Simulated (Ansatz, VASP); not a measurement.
## Two plane-wave programs on Ta

```
Ta
1.0
     4.61923    0.00000    0.00000
    -2.30962    4.00037    0.00000
     0.00000    0.00000    4.77638
Ta
4
Direct
  0.00000 0.00000 0.25000
  0.00000 0.00000 0.75000
  0.33333 0.66667 0.75000
  0.66667 0.33333 0.25000
```

Alike in both runs: functional r2SCAN; k mesh 6 × 6 × 4; occupations gaussian, width 0.1 eV; no spin polarisation.

Ansatz relaxed the structure, and its values are those at the end. VASP's run is a single point on that final structure, the one shown.

```csv
,VASP,Ansatz
version,VASP 6.6.1,Ansatz 0.2.0
potentials or method,"VASP PAW PBE potentials, release 64 (Ta_sv_GW), cutoff 550 eV","scalar-relativistic, plane waves, PAW"
valence electrons in the cell,52,52
```

|  | VASP | Ansatz | Ansatz less VASP |
| --- | --- | --- | --- |
| gap on the k mesh at the Fermi level (eV) | none | none | - |
| pressure (GPa) | -0.7 | -0.1 | +0.62 |

VASP's potentials were made for PBE, not for r2SCAN. A gap of «none» marks a metal or a gap that the smearing closes. The functional is the same, so the differences come from potentials, cutoffs and numerics.

Spin-orbit coupling is off throughout.
